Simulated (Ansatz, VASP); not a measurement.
One calculation of Mg2CdSe3, two programs

```
CELL_PARAMETERS angstrom
3.95225 -0.00004 0.00012
-1.97616 3.42257 -0.00032
0.00062 -0.00162 19.37173
ATOMIC_POSITIONS crystal
Mg 0.33322 0.66653 0.33138
Mg 0.33346 0.66669 0.83137
Mg 0.66639 0.33318 0.16861
Mg 0.66696 0.33358 0.66859
Cd 0.99984 0.99994 0.99999
Cd 0.00010 0.00012 0.49999
Se 0.99987 0.99985 0.24998
Se 0.00016 0.00012 0.75004
Se 0.33297 0.66637 0.08795
Se 0.33369 0.66664 0.58797
Se 0.66643 0.33344 0.41204
Se 0.66691 0.33354 0.91207
```

Change from the starting cell: cell x2, atoms moved at random (sigma 0.15 Å) and cell strained at random (1.5 %), then relaxed without symmetry.

Alike in both runs: functional PBE; k mesh 6 × 6 × 1; occupations gaussian, width 0.1 eV; no spin polarisation.

Ansatz relaxed the structure, and its values are those at the end. VASP's run is a single point on that final structure, the one shown.

```csv
,VASP,Ansatz
version,VASP 6.6.1,Ansatz 0.2.0
potentials or method,"VASP PAW PBE potentials, release 64 (Mg, Cd, Se), cutoff 520 eV","scalar-relativistic, plane waves, PAW"
valence electrons in the cell,68,176
```

VASP gave:

* gap on the k mesh at the Fermi level (eV): 0.86
* least direct gap on the mesh (eV): 1.17
* pressure (GPa): 0.1
* rms of the force components (eV/Å): 0.013

Q: What did Ansatz give for the same quantities?

A: gap on the k mesh at the Fermi level (eV): 0.87; least direct gap on the mesh (eV): 1.19; pressure (GPa): 0.0; rms of the force components (eV/Å): 0.002.

VASP's potentials hold 68 valence electrons a cell and Ansatz's 176, so a difference there can come from the potentials and not from the codes.
